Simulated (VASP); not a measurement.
A run of VASP 6.6.1:

File POSCAR:

```
Si2Mo
1.0
   -1.5891996871      1.5891996871      3.8875343606
    1.5891996871     -1.5891996871      3.8875343606
    1.5891996871      1.5891996871     -3.8875343606
Si Mo
2 1
Direct
    0.3350191915      0.3350191915      0.0000000000
    0.6649808085      0.6649808085      0.0000000000
    0.0000000000      0.0000000000      0.0000000000
```

File INCAR.step1:

```
SYSTEM = Si2Mo
PREC = Accurate
ENCUT = 550
ISMEAR = 0
SIGMA = 0.05
LREAL = .FALSE.
LASPH = .TRUE.
NELM = 120
NBANDS = 18
GGA = PE
ALGO = Normal
EDIFF = 1E-5
LWAVE = .TRUE.
LCHARG = .FALSE.
GGA_COMPAT = .FALSE.
```

Contents of INCAR.step2:

```
SYSTEM = Si2Mo
PREC = Accurate
ENCUT = 550
EDIFF = 1E-6
ISMEAR = 0
SIGMA = 0.05
LREAL = .FALSE.
LASPH = .TRUE.
NELM = 120
ALGO = Normal
ISIF = 2
LWAVE = .FALSE.
LCHARG = .FALSE.
METAGGA = R2SCAN
LMIXTAU = .TRUE.
NBANDS = 18
ISTART = 1
GGA_COMPAT = .FALSE.
```

File KPOINTS:

```
regular mesh
0
G
  14 14 14
  0 0 0
```

Potentials or basis: VASP PAW PBE potentials, release 64 (Si, Mo_sv).

Command:

```bash
$ cat potpaw_PBE.64/Si/POTCAR potpaw_PBE.64/Mo_sv/POTCAR > POTCAR
$ cp INCAR.step1 INCAR
$ mpirun -np 1 vasp_std > vasp.out
$ cp INCAR.step2 INCAR
$ mpirun -np 1 vasp_std > vasp.out
```

Hardware: 1 thread of Intel(R) Xeon(R) 6975P-C (Granite Rapids), on a shared host.

Q: How long does it take, and how much memory?

A: It took 6.6 min on 1 thread of Intel(R) Xeon(R) 6975P-C (Granite Rapids), on a shared host, peak memory 0.33 GiB. Counts: k points 244.
